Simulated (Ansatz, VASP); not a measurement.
**Sb: VASP beside Ansatz**

```
CELL_PARAMETERS angstrom
2.13610 1.23328 3.72642
-2.13610 1.23328 3.72642
0.00000 -2.46655 3.72642
ATOMIC_POSITIONS crystal
Sb 0.23349 0.23349 0.23349
Sb 0.76651 0.76651 0.76651
```

Alike in both runs: task single point; functional PBEsol; k mesh 8 × 8 × 8; occupations fermi-dirac, width 0.15 eV; no spin polarisation.

|  | VASP | Ansatz |
| --- | --- | --- |
| version | VASP 6.6.1 | Ansatz 0.2.0 |
| potentials or method | VASP PAW PBE potentials, release 64 (Sb), cutoff 520 eV | plane waves, PAW |
| valence electrons in the cell | 10 | 30 |

VASP gave:

| Property | Result |
| --- | --- |
| pressure (GPa) | 1.8 |
| traceless stress, the component that is largest in VASP (GPa) | -0.44 |

**Question.** Which values does Ansatz return?

**Answer.** Pressure (GPa): 1.5; traceless stress, the component that is largest in VASP (GPa): -0.38.

VASP's potentials were made for PBE, not for PBEsol. VASP's potentials hold 10 valence electrons a cell and Ansatz's 30, so a difference there can come from the potentials and not from the codes.

Neither program's run includes spin-orbit coupling.
